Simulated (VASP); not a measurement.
Tc, 2 atoms in the cell. The structure is hexagonal, space group P6_3/mmc (No. 194). The conventional cell has a = 2.740 Å, b = 2.740 Å, c = 4.398 Å, α = 90.00°, β = 90.00°, γ = 120.00°. Within 3.6 Å of Tc (site symmetry -6m2) lie 12 Tc at 2.71 to 2.74 Å. 

| Property | Result |
| --- | --- |
| Program | VASP 6.6.1 |
| Task | relaxation of cell and atoms |
| Functional | PBE |
| Potentials or basis | VASP PAW PBE potentials, release 64 (Tc_pv) |
| Cutoff | 600 eV |
| k mesh | 18 × 18 × 10 |
| Occupations | gaussian, width 0.05 eV |
| Spin | no spin polarisation |
| Dipole correction | no |
| Further INCAR settings | ALGO = Fast; EDIFF = 1e-07; IBRION = 2; EDIFFG = -0.01; NSW = 80; ISIF = 3 |

Potentials or basis: VASP PAW PBE potentials, release 64 (Tc_pv).

The run is started by

```sh
$ cat potpaw_PBE.64/Tc_pv/POTCAR > POTCAR
$ mpirun -np 1 vasp_std > vasp.out
```

Hardware: 1 thread of Intel(R) Xeon(R) Platinum 8488C (Sapphire Rapids) (shared host).

Task: How long does it take, and how much memory?

Result: Run time: 2.9 min on 1 thread of Intel(R) Xeon(R) Platinum 8488C (Sapphire Rapids), with other jobs on the host, peak memory 0.25 GiB. Counts: scf iterations 46, k points 222, ion steps 4.
